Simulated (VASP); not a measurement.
# Cu (C2/m) in VASP: single point with LDA

Aim: the single point of Cu with LDA.

All numbers are computed with VASP 6.6.1; they aren't measurements. Logs are shortened: lines on timing, memory, paths and dates and some standing lists are left out, and cuts for length are marked.

## Step 1: The cell of the first run

The typed cell holds 3 atoms: a = 4.121 Å, b = 4.121 Å, c = 2.512 Å, α = 74.08°, β = 123.28°, γ = 120.00°.

## Step 2: Single point, LDA

The input, INCAR:

```
SYSTEM = Cu
PREC = Accurate
ENCUT = 520
EDIFF = 1E-7
ISMEAR = 0
SIGMA = 0.1
LREAL = .False.
LASPH = .True.
NELM = 60
ALGO = Fast
ISIF = 2
LWAVE = .False.
LCHARG = .False.
GGA = CA
NBANDS = 24
```

The input, KPOINTS:

```
regular mesh
0
Gamma
  9 9 16
  0 0 0
```

The input, POSCAR:

```
Cu
1.0
    4.1210432127      0.0000000000     -0.0047593325
   -2.0605216064      3.5689304923      0.0023796662
   -1.3761558601      0.0000000000      2.1021017796
Cu
3
Direct
    0.3333333333      0.6666666667      0.0000000000
    0.0000000000      0.0000000000      0.0000000000
    0.6666666667      0.3333333333      0.0000000000
```

Potentials or basis: VASP PAW LDA potentials, release 64 (Cu).

Command:

```sh
> cat potpaw_LDA.64/Cu/POTCAR > POTCAR
> mpirun -np 1 vasp_std > vasp.out
```

OUTCAR:

```text
SYSTEM = Cu
   PREC = Accurate
   ENCUT = 520
   EDIFF = 1E-7
   ISMEAR = 0
   LREAL = .False.
   LASPH = .True.
   NELM = 60
   ISIF = 2
   GGA = CA

 ion  position               nearest neighbor table
   1  0.333  0.667  0.000-   3 2.38   3 2.38   2 2.38   2 2.38   2 2.38   3 2.38   2 2.51   2 2.51
                             3 2.51   3 2.51
   2  0.000  0.000  0.000-   1 2.38   3 2.38   1 2.38   3 2.38   3 2.38   1 2.38   1 2.51   3 2.51
                             3 2.51   1 2.51
   3  0.667  0.333  0.000-   1 2.38   1 2.38   2 2.38   2 2.38   2 2.38   1 2.38   2 2.51   2 2.51
                             1 2.51   1 2.51

  LATTYP: Found a base centered monoclinic cell.
 ALAT       =     4.1210459609
 B/A-ratio  =     1.7320508076
 C/A-ratio  =     0.6096743792
 COS(beta)  =    -0.5486904463

  Lattice vectors:

 A1 = (   2.0605216064,  -3.5689304923,  -0.0023796662)
 A2 = (   2.0605216063,   3.5689304923,  -0.0023796663)
 A3 = (  -1.3761558601,   0.0000000000,   2.1021017796)

Analysis of symmetry for initial positions (statically):
=====================================================================
 Subroutine PRICEL returns following result:

  LATTYP: Found a base centered monoclinic cell.
 ALAT       =     4.1210459603
 B/A-ratio  =     0.5773502693
 C/A-ratio  =     0.6096743793
 COS(beta)  =    -0.5486904463

  Lattice vectors:

 A1 = (   2.0605216062,  -1.1896434973,  -0.0023796662)
 A2 = (   2.0605216059,   1.1896434977,  -0.0023796663)
 A3 = (  -1.3761558601,   0.0000000000,   2.1021017796)

   3 primitive cells build up your supercell.

 Routine SETGRP: Setting up the symmetry group for a
 base centered monoclinic supercell.

 Subroutine GETGRP returns: Found  4 space group operations
 (whereof  4 operations were pure point group operations)
 out of a pool of  4 trial point group operations.

The static configuration has the point symmetry C_2h.

Analysis of symmetry for dynamics (positions and initial velocities):
=====================================================================
 Subroutine PRICEL returns following result:

  LATTYP: Found a base centered monoclinic cell.
 ALAT       =     4.1210459603
 B/A-ratio  =     0.5773502693
 C/A-ratio  =     0.6096743793
 COS(beta)  =    -0.5486904463

  Lattice vectors:

 A1 = (   2.0605216062,  -1.1896434973,  -0.0023796662)
 A2 = (   2.0605216059,   1.1896434977,  -0.0023796663)
 A3 = (  -1.3761558601,   0.0000000000,   2.1021017796)

   3 primitive cells build up your supercell.

 Routine SETGRP: Setting up the symmetry group for a
 base centered monoclinic supercell.

 Subroutine GETGRP returns: Found  4 space group operations
 (whereof  4 operations were pure point group operations)
 out of a pool of  4 trial point group operations.

The dynamic configuration has the point symmetry C_2h.

 Subroutine INISYM returns: Found  4 space group operations
 (whereof  4 operations are pure point group operations),
 and found     3 'primitive' translations

----------------------------------------------------------------------------------------

                                     Primitive cell

  volume of cell :      10.2979

  direct lattice vectors                    reciprocal lattice vectors
     2.060521606 -1.189643497 -0.002379666     0.242840605 -0.420293980  0.158977327
     2.060521606  1.189643498 -0.002379666     0.242840605  0.420293980  0.158977327
    -1.376155860  0.000000000  2.102101780     0.000549811  0.000000000  0.476074297

  length of vectors
     2.379286995  2.379286995  2.512496138     0.510776252  0.510776252  0.476074614

  position of ions in fractional coordinates (direct lattice)
     1.000000000  1.000000000  1.000000000

  ion indices of the primitive-cell ions
   primitive index   ion index
                 1           1

----------------------------------------------------------------------------------------

 KPOINTS: regular mesh

Automatic generation of k-mesh.
 Grid dimensions read from file:
 generate k-points for:    9    9   16

 Generating k-lattice:

  Cartesian coordinates                     Fractional coordinates (reciprocal lattice)
     0.026982289  0.015566444  0.017664147     0.111111111  0.000000000 -0.000000000
     0.000000000  0.031132887  0.000000000     0.000000000  0.111111111  0.000000000
     0.000034363  0.000000000  0.029754644     0.000000000  0.000000000  0.062500000

  Length of vectors
     0.035810337  0.031132887  0.029754663

  Shift w.r.t. Gamma in fractional coordinates (k-lattice)
     0.000000000  0.000000000  0.000000000

 Subroutine IBZKPT returns following result:
 ===========================================

 Found    365 irreducible k-points:

 Following reciprocal coordinates:
            Coordinates               Weight
  0.000000  0.000000  0.000000      1.000000
  0.111111  0.000000  0.000000      4.000000
  0.222222  0.000000  0.000000      4.000000
  0.333333  0.000000  0.000000      4.000000
  0.444444  0.000000  0.000000      4.000000
  0.000000  0.111111  0.000000      2.000000
[... 16 lines left out ...]
  0.333333  0.333333  0.000000      2.000000
  0.000000  0.444444  0.000000      2.000000
 [... further k-points ...]
   k-points           NKPTS =    365   k-points in BZ     NKDIM =    365   number of bands    NBANDS=     24
   number of dos      NEDOS =    301   number of ions     NIONS =      3
   total plane-waves  NPLWV =  20480
   dimension x,y,z NGX =    32 NGY =   32 NGZ =   20
   dimension x,y,z NGXF=    64 NGYF=   64 NGZF=   40
   ions per type =               3
   NGX,Y,Z   is equivalent  to a cutoff of  12.91, 12.91, 13.23 a.u.
   NGXF,Y,Z  is equivalent  to a cutoff of  25.82, 25.82, 26.47 a.u.
 SYSTEM =  Cu
   PREC   = accura    normal or accurate (medium, high low for compatibility)
   ISTART =      0    job   : 0-new  1-cont  2-samecut
   ICHARG =      2    charge: 1-file 2-atom 10-const
   ISPIN  =      1    spin polarized calculation?
   LNONCOLLINEAR =      F non collinear calculations
   LSORBIT =      F    spin-orbit coupling
   LASPH  =      T    aspherical Exc in radial PAW
   ENCUT  =  520.0 eV  38.22 Ry    6.18 a.u.   7.66  7.66  4.67*2*pi/ulx,y,z
   NELM   =     60;   NELMIN=  2; NELMDL= -5     # of ELM steps
   EDIFF  = 0.1E-06   stopping-criterion for ELM
   LREAL  =      F    real-space projection
   EDIFFG = 0.1E-05   stopping-criterion for IOM
   NSW    =      0    number of steps for IOM
   IBRION =     -1    ionic relax: 0-MD 1-quasi-New 2-CG
   NFREE  =      0    steps in history (QN), initial steepest desc. (CG)
   ISIF   =      2    stress and relaxation
   ISYM   =      2    0-nonsym 1-usesym 2-fastsym
   POTIM  = 0.5000    time-step for ionic-motion
   TEBEG  =    0.0;   TEEND  =   0.0 temperature during run
   PSTRESS=    0.0 pullay stress
   NELECT =      33.0000    total number of electrons
   NUPDOWN=      -1.0000    fix difference up-down
   EMIN   =  10.00;   EMAX   =-10.00  energy-range for DOS
   EFERMI =   0.00;   METHOD = LEGACY
   ISMEAR =     0;   SIGMA  =   0.10  broadening in eV -4-tet -1-fermi 0-gaus
   EFERMI_NEDOS =   21; number of points for ismear=-14 and -15
   IALGO  =     68    algorithm
   IMIX   =      4    mixing-type and parameters
     AMIX     =   0.40;   BMIX     =  1.00
     AMIX_MAG =   1.60;   BMIX_MAG =  1.00
  volume/ion in A,a.u.               =      10.30        69.49
  Fermi-wavevector in a.u.,A,eV,Ry     =   1.673488  3.162434 38.103966  2.800563
  Thomas-Fermi vector in A             =   2.758451
   LORBIT       =      0    0 simple, 1 ext, 2 COOP (PROOUT), +10 PAW based schemes
   GGA     = CA    functional components
   LHFCALC =     F    Hartree Fock is set to
   AEXX    =    0.0000 exact exchange contribution
   IVDW    =     0    specifies the selected vdW correction
   LEPSILON=     F    determine dielectric tensor
   LRPA    =     F    only Hartree local field effects (RPA)
 non-spin polarized calculation
 RMM-DIIS sequential band-by-band and
 Gauss-broadening in eV      SIGMA  =   0.10
  energy-cutoff  :      520.00
  volume of cell :       30.89
 maximum number of plane-waves:       847
   NGX = 15   NGY = 15   NGZ =  9

 number of electron      32.9999999 magnetization

 Free energy of the ion-electron system (eV)
  ---------------------------------------------------
  ext. energy  EPLUGINS =         0.00000000
  ---------------------------------------------------
  free energy    TOTEN  =       -13.94860913 eV

  energy without entropy =      -13.94525225  energy(sigma->0) =      -13.94693069

 E-fermi :   9.2484     XC(G=0): -13.9184

 val. band max:        9.2424473559   @ k =   0.1111   0.3333   0.2500
 cond. band min:       9.2545182427   @ k =   0.0000   0.2222   0.5000
 fundamental gap:      0.0120708867
 Fermi energy:         9.2483756376

 k-point     1 :       0.0000    0.0000    0.0000
  band No.  band energies     occupation
      1      -1.2509      2.00000
      2       4.5521      2.00000
      3       4.5521      2.00000
      4       4.6757      2.00000
      5       4.6757      2.00000
      6       5.3203      2.00000
[... 16 lines left out ...]
     23      26.2675      0.00000
     24      26.2675      0.00000

 k-point     2 :       0.1111    0.0000    0.0000
  band No.  band energies     occupation
      1      -1.0457      2.00000
      2       4.3584      2.00000
      3       4.4246      2.00000
      4       4.6056      2.00000
      5       4.8814      2.00000
      6       5.3479      2.00000
[... 16 lines left out ...]
     23      25.6201      0.00000
     24      27.2975      0.00000

 k-point     3 :       0.2222    0.0000    0.0000
  band No.  band energies     occupation
      1      -0.4424      2.00000
      2       3.9719      2.00000
      3       4.1257      2.00000
      4       4.6242      2.00000
      5       5.1914      2.00000
      6       5.3500      2.00000
[... 16 lines left out ...]
     23      25.4412      0.00000
     24      28.5690      0.00000
[... 514 lines left out ...]
 k-point    23 :       0.3333    0.3333    0.0000
  band No.  band energies     occupation
      1       2.4669      2.00000
      2       2.4669      2.00000
      3       3.0644      2.00000
      4       4.3310      2.00000
      5       5.4512      2.00000
      6       5.4512      2.00000
[... 16 lines left out ...]
     23      26.7851      0.00000
     24      28.6547      0.00000

 k-point    24 :       0.0000    0.4444    0.0000
  band No.  band energies     occupation
      1       1.0817      2.00000
      2       2.2013      2.00000
      3       3.4105      2.00000
      4       3.9325      2.00000
      5       5.0539      2.00000
      6       5.2137      2.00000
[... 16 lines left out ...]
     23      24.9813      0.00000
     24      26.5340      0.00000

 [... further k-points ...]

------------------------ aborting loop because EDIFF is reached ----------------------------------------

  FORCE on cell =-STRESS in cart. coord.  units (eV):
  Direction    XX          YY          ZZ          XY          YZ          ZX
  --------------------------------------------------------------------------------------
  -------------------------------------------------------------------------------------
  Total        4.1289680      4.1543329      0.1635334     -0.0000000     -0.0000000     -0.0163908
  in kB      214.1320000    215.4474453      8.4809901     -0.0000000     -0.0000000     -0.8500440
  external PRESSURE =     146.0201451 kB  Pullay stress =       0.0000000 kB

 VOLUME and BASIS-vectors are now :
 -----------------------------------------------------------------------------
  energy-cutoff  :      520.00
  volume of cell :       30.89
      direct lattice vectors                 reciprocal lattice vectors
     4.121043213  0.000000000 -0.004759333     0.242840605  0.140097993  0.158977327
    -2.060521606  3.568930492  0.002379666     0.000000000  0.280195986  0.000000000
    -1.376155860  0.000000000  2.102101780     0.000549811  0.000000000  0.476074297

 POSITION                                       TOTAL-FORCE (eV/Angst)
 -----------------------------------------------------------------------------------
     -0.00000      2.37929     -0.00000        -0.000000      0.000000      0.000000
      0.00000      0.00000      0.00000        -0.000000     -0.000000     -0.000000
      2.06052      1.18964     -0.00238         0.000000     -0.000000     -0.000000
 -----------------------------------------------------------------------------------
    total drift:                                0.000000      0.000000     -0.000000

  FREE ENERGIE OF THE ION-ELECTRON SYSTEM (eV)
  ---------------------------------------------------
  free  energy   TOTEN  =       -13.9486091293 eV

  energy  without entropy=      -13.9452522469  energy(sigma->0) =      -13.94693069
```

It took 1.7 min on 1 thread of Intel Xeon 6975P-C (Granite Rapids), shared host; peak memory 0.3 GiB.

Results:

* Free energy: -13.9486 eV
* Pressure: 14.6 GPa
* Band gap on the k mesh: zero (an odd number of electrons rules out a gap without spin polarisation)

Stress tensor (GPa, compression positive):
```
21.41  0.00 -0.09
 0.00 21.54  0.00
-0.09  0.00  0.85
```

Levels at points of the mesh, in eV from the Fermi level:
```tsv
k point	band 14	band 15	band 16	band 17	band 18	band 19
(0.00, 0.00, 0.00)	-2.50	-2.14	-2.14	4.17	4.17	6.67
(0.00, 0.00, 0.50)	-1.97	-1.91	-1.90	3.29	4.31	4.31
```

Caveat: the cell stands under pressure.
